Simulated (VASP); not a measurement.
# Au (P6_3/mmc) in VASP: further runs

Runs on Au. Level: PBE. Tasks: relaxation of shape and atoms at fixed volume, single point, relaxation of cell and atoms.

Program: VASP 6.6.1. These are calculated values, not measurements. Logs are shortened: lines on timing, memory, paths and dates and some standing lists are left out, and cuts for length are marked.

**1. The cell of the first run**

It takes space group P6_3/mmc (No. 194, hexagonal). Conventional cell: a = 2.833 Å, b = 2.833 Å, c = 4.718 Å, α = 90.00°, β = 90.00°, γ = 120.00°. Within 3.7 Å of Au (site symmetry -6m2) lie 12 Au at 2.83 to 2.87 Å.

**2. Relaxation of shape and atoms at fixed volume, PBE (volume scaled by 0.91)**

Contents of INCAR:

```
ALGO = Normal ; EDIFF = 1E-6
EDIFFG = -0.01 ; ENCUT = 600
GGA = PE ; IBRION = 2
ISIF = 4 ; ISMEAR = 0
LASPH = True ; LCHARG = False
LREAL = False ; LWAVE = False
NELM = 100 ; NSW = 50
PREC = Accurate ; SIGMA = 0.1
```

Contents of KPOINTS:

```
k-points
0
Gamma
  18 18 10
```

Contents of POSCAR:

```
Au
1.0
    2.8329373808      0.0000000000      0.0000000000
   -1.4164686904      2.4533957391      0.0000000000
    0.0000000000      0.0000000000      4.7178112779
Au
2
Direct
    0.3333333333      0.6666666667      0.7500000000
    0.6666666667      0.3333333333      0.2500000000
```

Potentials or basis: VASP PAW PBE potentials, release 64 (Au).

Run with:

```
cat potpaw_PBE.64/Au/POTCAR > POTCAR
mpirun -np 1 vasp_std > vasp.out
```

OUTCAR:

```text
EDIFF = 1E-6
   EDIFFG = -0.01
   ENCUT = 600
   GGA = PE
   IBRION = 2
   ISIF = 4
   ISMEAR = 0
   LASPH = True
   LREAL = False
   NELM = 100
   NSW = 50
   PREC = Accurate

 ion  position               nearest neighbor table
   1  0.333  0.667  0.750-   2 2.87   2 2.87   2 2.87   2 2.87   2 2.87   2 2.87
   2  0.667  0.333  0.250-   1 2.87   1 2.87   1 2.87   1 2.87   1 2.87   1 2.87

  LATTYP: Found a hexagonal cell.
 ALAT       =     2.8329373808
 C/A-ratio  =     1.6653425910

  Lattice vectors:

 A1 = (   2.8329373808,   0.0000000000,   0.0000000000)
 A2 = (  -1.4164686904,   2.4533957391,   0.0000000000)
 A3 = (   0.0000000000,   0.0000000000,   4.7178112779)

Analysis of symmetry for initial positions (statically):
=====================================================================
 Subroutine PRICEL returns:
 Original cell was already a primitive cell.

 Routine SETGRP: Setting up the symmetry group for a
 hexagonal supercell.

 Subroutine GETGRP returns: Found 24 space group operations
 (whereof 12 operations were pure point group operations)
 out of a pool of 24 trial point group operations.

The static configuration has the point symmetry D_3d.
 The point group associated with its full space group is D_6h.

Analysis of symmetry for dynamics (positions and initial velocities):
=====================================================================
 Subroutine PRICEL returns:
 Original cell was already a primitive cell.

 Routine SETGRP: Setting up the symmetry group for a
 hexagonal supercell.

 Subroutine GETGRP returns: Found 24 space group operations
 (whereof 12 operations were pure point group operations)
 out of a pool of 24 trial point group operations.

The dynamic configuration has the point symmetry D_3d.
 The point group associated with its full space group is D_6h.

 Subroutine INISYM returns: Found 24 space group operations
 (whereof 12 operations are pure point group operations),
 and found     1 'primitive' translations

----------------------------------------------------------------------------------------

                                     Primitive cell

  volume of cell :      32.7903

  direct lattice vectors                    reciprocal lattice vectors
     2.832937381  0.000000000  0.000000000     0.352990506  0.203799164  0.000000000
    -1.416468690  2.453395739  0.000000000     0.000000000  0.407598328  0.000000000
     0.000000000  0.000000000  4.717811278     0.000000000  0.000000000  0.211962696

  length of vectors
     2.832937381  2.832937381  4.717811278     0.407598328  0.407598328  0.211962696

  position of ions in fractional coordinates (direct lattice)
     0.333333333  0.666666667  0.750000000
     0.666666667  0.333333333  0.250000000

  ion indices of the primitive-cell ions
   primitive index   ion index
                 1           1
                 2           2

----------------------------------------------------------------------------------------

 KPOINTS: k-points

Automatic generation of k-mesh.
 Grid dimensions read from file:
 generate k-points for:   18   18   10

 Generating k-lattice:

  Cartesian coordinates                     Fractional coordinates (reciprocal lattice)
     0.019610584  0.011322176  0.000000000     0.055555556 -0.000000000  0.000000000
     0.000000000  0.022644352  0.000000000     0.000000000  0.055555556  0.000000000
     0.000000000  0.000000000  0.021196270     0.000000000  0.000000000  0.100000000

  Length of vectors
     0.022644352  0.022644352  0.021196270

  Shift w.r.t. Gamma in fractional coordinates (k-lattice)
     0.000000000  0.000000000  0.000000000

 Subroutine IBZKPT returns following result:
 ===========================================

 Found    222 irreducible k-points:

 Following reciprocal coordinates:
            Coordinates               Weight
  0.000000  0.000000  0.000000      1.000000
  0.055556  0.000000  0.000000      6.000000
  0.111111  0.000000  0.000000      6.000000
  0.166667  0.000000  0.000000      6.000000
  0.222222  0.000000  0.000000      6.000000
  0.277778  0.000000  0.000000      6.000000
[... 16 lines left out ...]
  0.333333  0.111111  0.000000     12.000000
  0.388889  0.111111  0.000000     12.000000
 [... further k-points ...]
   k-points           NKPTS =    222   k-points in BZ     NKDIM =    222   number of bands    NBANDS=     15
   number of dos      NEDOS =    301   number of ions     NIONS =      2
   total plane-waves  NPLWV =  23040
   dimension x,y,z NGX =    24 NGY =   24 NGZ =   40
   dimension x,y,z NGXF=    48 NGYF=   48 NGZF=   80
   ions per type =               2
   NGX,Y,Z   is equivalent  to a cutoff of  14.08, 14.08, 14.10 a.u.
   NGXF,Y,Z  is equivalent  to a cutoff of  28.17, 28.17, 28.19 a.u.
 SYSTEM =  unknown system
   PREC   = accura    normal or accurate (medium, high low for compatibility)
   ISTART =      0    job   : 0-new  1-cont  2-samecut
[... 56 lines left out ...]

  energy without entropy =       -6.27160679  energy(sigma->0) =       -6.27388487

------------------------ aborting loop because EDIFF is reached ----------------------------------------

  FORCE on cell =-STRESS in cart. coord.  units (eV):
  Direction    XX          YY          ZZ          XY          YZ          ZX
  --------------------------------------------------------------------------------------
  -------------------------------------------------------------------------------------
  Total        3.4227879      3.4227879      3.3630003      0.0000000      0.0000000      0.0000000
  in kB      167.2420297    167.2420297    164.3207267      0.0000000      0.0000000      0.0000000
  external PRESSURE =     166.2682620 kB  Pullay stress =       0.0000000 kB

 VOLUME and BASIS-vectors are now :
 -----------------------------------------------------------------------------
  energy-cutoff  :      600.00
  volume of cell :       32.79
      direct lattice vectors                 reciprocal lattice vectors
     2.832937381  0.000000000  0.000000000     0.352990506  0.203799164  0.000000000
    -1.416468690  2.453395739  0.000000000     0.000000000  0.407598328  0.000000000
     0.000000000  0.000000000  4.717811278     0.000000000  0.000000000  0.211962696

 POSITION                                       TOTAL-FORCE (eV/Angst)
 -----------------------------------------------------------------------------------
     -0.00000      1.63560      3.53836        -0.000000     -0.000000      0.000000
      1.41647      0.81780      1.17945         0.000000      0.000000      0.000000
 -----------------------------------------------------------------------------------
    total drift:                               -0.000000      0.000000     -0.000000

  FREE ENERGIE OF THE ION-ELECTRON SYSTEM (eV)
  ---------------------------------------------------
  free  energy   TOTEN  =        -6.2761629419 eV

  energy  without entropy=       -6.2716067888  energy(sigma->0) =       -6.27388487

--------------------------------------- Ionic step        2  -------------------------------------------

 number of electron      21.9999999 magnetization

 Free energy of the ion-electron system (eV)
  ---------------------------------------------------
  ext. energy  EPLUGINS =         0.00000000
  ---------------------------------------------------
  free energy    TOTEN  =        -6.27620208 eV

  energy without entropy =       -6.27175508  energy(sigma->0) =       -6.27397858

 E-fermi :  10.0905     XC(G=0): -12.9506

 val. band max:       10.0757613698   @ k =   0.3889   0.0000   0.4000
 cond. band min:      10.0915296144   @ k =   0.1111   0.1111   0.2000
 fundamental gap:      0.0157682446
 Fermi energy:        10.0904954487

 k-point     1 :       0.0000    0.0000    0.0000
  band No.  band energies     occupation
      1      -0.1404      2.00000
      2       2.3951      2.00000
      3       5.0913      2.00000
      4       5.3349      2.00000
      5       5.3349      2.00000
      6       5.6841      2.00000
      7       5.6841      2.00000
      8       6.3588      2.00000
      9       6.3588      2.00000
     10       7.8752      2.00000
     11       7.8752      2.00000
     12       8.8584      2.00000
     13      13.1346      0.00000
     14      24.6232      0.00000
     15      26.0177      0.00000
[... 397 lines left out ...]
 k-point    24 :       0.3889    0.1111    0.0000
  band No.  band energies     occupation
      1       3.1755      2.00000
      2       3.2292      2.00000
      3       3.5470      2.00000
      4       5.2082      2.00000
      5       5.5629      2.00000
      6       5.6374      2.00000
      7       5.8759      2.00000
      8       7.8326      2.00000
      9       8.0352      2.00000
     10       8.1349      2.00000
     11      10.0289      1.61627
     12      13.0867      0.00000
     13      15.6474      0.00000
     14      17.7116      0.00000
     15      18.1954      0.00000

 [... further k-points ...]

------------------------ aborting loop because EDIFF is reached ----------------------------------------

  FORCE on cell =-STRESS in cart. coord.  units (eV):
  Direction    XX          YY          ZZ          XY          YZ          ZX
  --------------------------------------------------------------------------------------
  -------------------------------------------------------------------------------------
  Total        3.4102010      3.4102010      3.3844240      0.0000000     -0.0000000      0.0000000
  in kB      166.6270144    166.6270144    165.3675175      0.0000000     -0.0000000      0.0000000
  external PRESSURE =     166.2071821 kB  Pullay stress =       0.0000000 kB

 VOLUME and BASIS-vectors are now :
 -----------------------------------------------------------------------------
  energy-cutoff  :      600.00
  volume of cell :       32.79
      direct lattice vectors                 reciprocal lattice vectors
     2.834299882  0.000000000  0.000000000     0.352820817  0.203701194  0.000000000
    -1.417149941  2.454575700 -0.000000000     0.000000000  0.407402387  0.000000000
     0.000000000  0.000000000  4.713276486     0.000000000  0.000000000  0.212166632

 POSITION                                       TOTAL-FORCE (eV/Angst)
 -----------------------------------------------------------------------------------
     -0.00000      1.63638      3.53496         0.000000     -0.000000      0.000000
      1.41715      0.81819      1.17832        -0.000000      0.000000      0.000000
 -----------------------------------------------------------------------------------
    total drift:                               -0.000000      0.000000     -0.000000

  FREE ENERGIE OF THE ION-ELECTRON SYSTEM (eV)
  ---------------------------------------------------
  free  energy   TOTEN  =        -6.2762020826 eV

  energy  without entropy=       -6.2717550757  energy(sigma->0) =       -6.27397858

 reached required accuracy - stopping structural energy minimisation
```

Wall time 82 s (1 thread of Intel Xeon Platinum 8259CL at 2.50GHz (Skylake/Cascade Lake), shared host); peak memory 0.25 GiB.

What came out:

```yaml
Free_energy: -6.2762 eV
Energy_gained_by_relaxing: 0.0 meV/atom
Ionic_steps: 2
Pressure_after_relaxing: 16.6 GPa
Band_gap_on_the_k_mesh: zero (band 11 reaches 14.64 eV, above the bottom of band 12 at 7.38 eV)
```

Stress tensor (GPa, compression positive):
```
16.66  0.00  0.00
 0.00 16.66  0.00
 0.00  0.00 16.54
```

Final structure:
```
Au
1.0
     2.83430    0.00000    0.00000
    -1.41715    2.45458    0.00000
     0.00000    0.00000    4.71328
Au
2
Cartesian
  0.0000 1.6364 3.5350
  1.4171 0.8182 1.1783
```

Caveat: the cell differs from its parent crystal (volume scaled by 0.91); spin-orbit coupling is left out, which moves the levels of the heavy elements.

**3. Single point, PBE**

This run uses another cell than the first one, of 18.02 Å³/atom, 1.099 times its volume.

Contents of INCAR:

```
  ALGO = Normal
  EDIFF = 1E-6
  ENCUT = 520
  GGA = PE
  ISIF = 2
  ISMEAR = 0
  LASPH = T
  LCHARG = F
  LREAL = F
  LWAVE = F
  NBANDS = 18
  NELM = 100
  PREC = Accurate
  SIGMA = 0.1
```

KPOINTS is that of step 2.

Contents of POSCAR:

```
Au
1.0
    2.9169619562      0.0000000000      0.0000000000
   -1.4584809781      2.5261631559      0.0000000000
    0.0000000000      0.0000000000      4.8900307706
Au
2
Direct
    0.3333333333      0.6666666667      0.7500000000
    0.6666666667      0.3333333333      0.2500000000
```

Potentials or basis: VASP PAW PBE potentials, release 64 (Au).

Run with:

```
cat potpaw_PBE.64/Au/POTCAR > POTCAR
mpirun -np 1 vasp_std > vasp.out
```

It took 54 s on 1 thread of Intel Xeon Platinum 8259CL at 2.50GHz (Skylake/Cascade Lake), shared host; peak memory 0.24 GiB.

It converged, with:

| Item | Value |
| --- | --- |
| Free energy | -6.4260 eV |
| Pressure | -0.2 GPa |
| Band gap on the k mesh | zero (band 11 reaches 12.58 eV, above the bottom of band 12 at 6.01 eV) |

Levels at points of the mesh, in eV from the Fermi level:
```
           k point  band 8  band 9  band 10  band 11  band 12  band 13  band 14  band 15
(0.00, 0.00, 0.00)   -3.36   -3.36    -2.11    -2.11    -0.84     2.47    14.63    15.73
(0.50, 0.00, 0.00)   -1.90   -1.83    -1.66     0.39     1.47     5.65     7.01     7.14
(0.00, 0.00, 0.50)   -4.31   -2.53    -2.53    -2.53    -2.53    10.33    10.33    14.90
(0.50, 0.00, 0.50)   -2.30   -1.73    -1.73     0.61     0.61     3.71     3.71    13.04
```

Caveat: spin-orbit coupling is left out, which moves the levels of the heavy elements.

**4. Relaxation of cell and atoms, PBE**

This run uses another cell than the first one, of 17.77 Å³/atom, 1.084 times its volume.

Contents of INCAR:

```
PREC = Accurate ; ENCUT = 600
EDIFF = 1E-6 ; ISMEAR = 0
SIGMA = 0.1 ; LREAL = F
LASPH = T ; NELM = 100
ALGO = Normal ; ISIF = 3
LWAVE = F ; LCHARG = F
GGA = PE ; IBRION = 2
NSW = 100 ; EDIFFG = -0.005
```

Contents of KPOINTS:

```
regular mesh
0
Gamma
  18 18 10
```

Contents of POSCAR:

```
Au
1.0
    2.9000000000      0.0000000000      0.0000000000
   -1.4500000000      2.5114736710      0.0000000000
    0.0000000000      0.0000000000      4.8800000000
Au
2
Direct
    0.3333333333      0.6666666667      0.7500000000
    0.6666666667      0.3333333333      0.2500000000
```

Run with:

```
cat potpaw_PBE.64/Au/POTCAR > POTCAR
mpirun -np 1 vasp_std > vasp.out
```

Run time: 4.4 min. Hardware: 1 thread of Intel Xeon Platinum 8259CL at 2.50GHz (Skylake/Cascade Lake), shared host; peak memory 0.27 GiB.

Results (log left out):

* Free energy: -6.4257 eV
* Relaxed volume: 18.00 Å³/atom
* Relaxed cell: a = 2.916 Å, b = 2.916 Å, c = 4.888 Å, α = 90.00°, β = 90.00°, γ = 120.00°
* Space group after relaxing (to 0.05 Å): P6_3/mmc (No. 194)
* Energy gained by relaxing: 1.3 meV/atom
* Ionic steps: 6
* Pressure after relaxing: 0.0 GPa
* Band gap on the k mesh: zero (band 11 reaches 12.60 eV, above the bottom of band 12 at 6.02 eV)

The path:
```
step  energy change (eV)  largest force (eV/Å)  pressure (GPa)  volume (Å³)
   1              0.0000                0.0000            1.82        35.54
   2              0.0014                0.0000           -2.13        36.59
   3             -0.0026                0.0000           -0.01        36.00
   4             -0.0026                0.0000           -0.03        36.01
   5             -0.0026                0.0000           -0.04        36.01
   6             -0.0026                0.0000           -0.03        36.00
```

Final structure:
```
Au
1.0
     2.91633    0.00000    0.00000
    -1.45816    2.52561    0.00000
     0.00000    0.00000    4.88814
Au
2
Cartesian
  0.0000 1.6837 3.6661
  1.4582 0.8419 1.2220
```

Levels at points of the mesh, in eV from the Fermi level:
| k point | band 7 | band 8 | band 9 | band 10 | band 11 | band 12 | band 13 | band 14 | band 15 |
| --- | --- | --- | --- | --- | --- | --- | --- | --- | --- |
| (0.00, 0.00, 0.00) | -3.99 | -3.37 | -3.37 | -2.11 | -2.11 | -0.84 | 2.47 | 14.63 | 15.73 |
| (0.50, 0.00, 0.00) | -3.44 | -1.90 | -1.83 | -1.66 | 0.39 | 1.47 | 5.66 | 7.01 | 7.15 |
| (0.00, 0.00, 0.50) | -4.31 | -4.31 | -2.53 | -2.53 | -2.53 | -2.53 | 10.34 | 10.34 | 14.90 |
| (0.50, 0.00, 0.50) | -2.30 | -2.30 | -1.73 | -1.73 | 0.60 | 0.60 | 3.71 | 3.71 | 13.04 |

Caveat: spin-orbit coupling is left out, which moves the levels of the heavy elements.

**5. Single point, PBE (volume scaled by 0.91, then relaxed in part)**

Contents of INCAR:

```
SYSTEM = Au
PREC = Accurate
ENCUT = 520
EDIFF = 1E-6
ISMEAR = 0
SIGMA = 0.1
LREAL = .FALSE.
LASPH = .TRUE.
NELM = 100
ALGO = Normal
ISIF = 2
LWAVE = .FALSE.
LCHARG = .FALSE.
GGA = PE
NBANDS = 18
```

Contents of KPOINTS:

```
regular mesh
0
G
  18 18 10
  0 0 0
```

Contents of POSCAR:

```
Au
1.0
    2.8347937131      0.0000000000      0.0000000000
   -1.4173968565      2.4550033700      0.0000000000
    0.0000000000      0.0000000000      4.7116344913
Au
2
Direct
    0.3333333333      0.6666666667      0.7500000000
    0.6666666667      0.3333333333      0.2500000000
```

Run with:

```
cat potpaw_PBE.64/Au/POTCAR > POTCAR
mpirun -np 1 vasp_std > vasp.out
```

Wall time 69 s (1 thread of Intel Xeon Platinum 8259CL at 2.50GHz (Skylake/Cascade Lake), shared host); peak memory 0.23 GiB.

The run converged. Its results:

```
Free energy            : -6.2760 eV
Pressure               : 16.5 GPa
Band gap on the k mesh : zero (band 11 reaches 14.64 eV, above the bottom of band 12 at 7.38 eV)
```

Levels at points of the mesh, in eV from the Fermi level:
```csv
k point,band 7,band 8,band 9,band 10,band 11,band 12,band 13,band 14,band 15,band 16
"(0.00, 0.00, 0.00)",-4.40,-3.73,-3.73,-2.21,-2.21,-1.23,3.05,14.53,15.94,16.86
"(0.50, 0.00, 0.00)",-3.91,-1.93,-1.91,-1.70,0.39,1.67,5.98,7.54,7.77,10.38
"(0.00, 0.00, 0.50)",-4.81,-4.81,-2.71,-2.71,-2.71,-2.71,11.17,11.17,14.87,14.87
"(0.50, 0.00, 0.50)",-2.48,-2.48,-1.78,-1.78,0.40,0.40,4.22,4.22,13.59,13.59
```

Caveat: the cell differs from its parent crystal (volume scaled by 0.91, then relaxed in part); spin-orbit coupling is left out, which moves the levels of the heavy elements.

**6. The runs side by side**

```tsv
task	cell	cutoff (eV)	gap on the mesh (eV)	pressure (GPa)
relaxation of shape and atoms at fixed volume	relaxed from a = 2.833, b = 2.833, c = 4.718 Å, angles 90.0, 90.0, 120.0°, 2 atoms	600	none	16.6
single point	a = 2.917, b = 2.917, c = 4.890 Å, angles 90.0, 90.0, 120.0°, 2 atoms	520	none	-0.2
relaxation of cell and atoms	relaxed from a = 2.900, b = 2.900, c = 4.880 Å, angles 90.0, 90.0, 120.0°, 2 atoms	600	none	0.0
single point	a = 2.835, b = 2.835, c = 4.712 Å, angles 90.0, 90.0, 120.0°, 2 atoms	520	none	16.5
```

Alike in all rows: level PBE; potentials or basis VASP PAW PBE potentials, release 64 (Au); no spin polarisation; k mesh 18 × 18 × 10; smearing gaussian 0.1 eV.

Caveats: spin-orbit coupling is left out, which moves the levels of the heavy elements.

Absolute energies hang on the potentials; compare differences alone.
